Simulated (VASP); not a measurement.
Set up this calculation in VASP 6.6.1, as the native input.

```
Task                   : single point
Functional             : PBEsol
Potentials or basis    : VASP PAW PBE potentials, release 64 (Ni_sv_GW, O)
Cutoff                 : 700 eV
k mesh                 : 12 × 12 × 6
Occupations            : gaussian, width 0.05 eV
Spin                   : no spin polarisation
Dipole correction      : no
Further INCAR settings : ALGO = Normal; EDIFF = 1e-06; NBANDS = 22
```

The structure of NiO2 lies in POSCAR:

```
NiO2
1.0
    2.8624235356      0.0000000000      0.0000000000
   -1.4312117678      2.4789314982      0.0000000000
    0.0000000000      0.0000000000      4.7038205961
Ni O
1 2
Direct
    0.0000000000      0.0000000000      0.5000000000
    0.6666666667      0.3333333333      0.6499533987
    0.3333333333      0.6666666667      0.3500466013
```

This cell differs from its parent crystal: atoms shifted along a free coordinate, c/a of the conventional cell at fixed volume 1.6433.

The input as run:

INCAR

```
  ALGO = Normal
  EDIFF = 1E-6
  ENCUT = 700
  GGA = PS
  GGA_COMPAT = F
  ISIF = 2
  ISMEAR = 0
  LASPH = T
  LCHARG = F
  LREAL = F
  LWAVE = F
  NBANDS = 22
  NELM = 120
  PREC = Accurate
  SIGMA = 0.05
```

KPOINTS

```
k-points
0
Gamma
  12 12 6
```

Potentials or basis: VASP PAW PBE potentials, release 64 (Ni_sv_GW, O).

The run is started by

```sh
$ cat potpaw_PBE.64/Ni_sv_GW/POTCAR potpaw_PBE.64/O/POTCAR > POTCAR
$ mpirun -np 1 vasp_std > vasp.out
```

Results of the run:

```
Pressure               : 22.1 GPa
Largest force          : 3.804 eV/Å
Band gap on the k mesh : 0.70 eV (least direct gap 1.12 eV)
```

Caveat: the cell stands under pressure; the PAW data sets were made with another functional, which shifts forces and pressure a little; the run has no spin polarisation, though such a crystal can be magnetic.

It took 86 s on 1 thread of Intel(R) Xeon(R) Platinum 8488C (Sapphire Rapids) (shared host), peak memory 0.27 GiB.
